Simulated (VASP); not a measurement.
# WS2: single point with PBE+D3(BJ)

Slab: WS2, a slab with vacuum.

```
S W
1.0
     3.15955    0.00000    0.00000
    -1.57977    2.73625    0.00000
     0.00000    0.00000   23.80426
S W
4 2
Direct
  0.33333 0.66667 0.18904
  0.33333 0.66667 0.32146
  0.33333 0.66667 0.47858
  0.33333 0.66667 0.61099
  0.66667 0.33333 0.25525
  0.00000 0.00000 0.54478
```

```
Program                : VASP 6.6.1
Task                   : single point
Functional             : PBE
Dispersion             : D3(BJ)
Potentials or basis    : VASP PAW PBE potentials, release 64 (S, W_sv)
Cutoff                 : 520 eV
k mesh                 : 9 × 9 × 1
Occupations            : gaussian, width 0.05 eV
Spin                   : no spin polarisation
Dipole correction      : yes
Further INCAR settings : ALGO = Normal; EDIFF = 1e-06; NBANDS = 35
```

The largest force is 0.033 eV/Å, the band gap on the k mesh is 1.82 eV, indirect (least direct gap 1.92 eV) and the dispersion energy per atom is -0.344 eV.

Forces in eV/Å, atoms in the order of the input:
```
S    0.000  0.000  0.003
S    0.000  0.000  0.032
S    0.000  0.000 -0.032
S    0.000  0.000 -0.003
W    0.000  0.000  0.033
W    0.000  0.000 -0.033
```

Levels at points of the mesh, in eV from the valence-band top:
| k point | band 22 | band 23 | band 24 | band 25 | band 26 | band 27 | band 28 | band 29 | band 30 | band 31 |
| --- | --- | --- | --- | --- | --- | --- | --- | --- | --- | --- |
| (0.00, 0.00, 0.00) | -1.67 | -1.67 | -1.67 | -0.39 | 0.00 | 2.82 | 2.82 | 2.84 | 2.84 | 2.95 |

It took 4 min on 1 thread of AMD EPYC 7R43 64-Core Processor (Zen 3), with other jobs on the host, peak memory 0.29 GiB.

Caveat: spin-orbit coupling is left out, which moves the levels of the heavy elements.
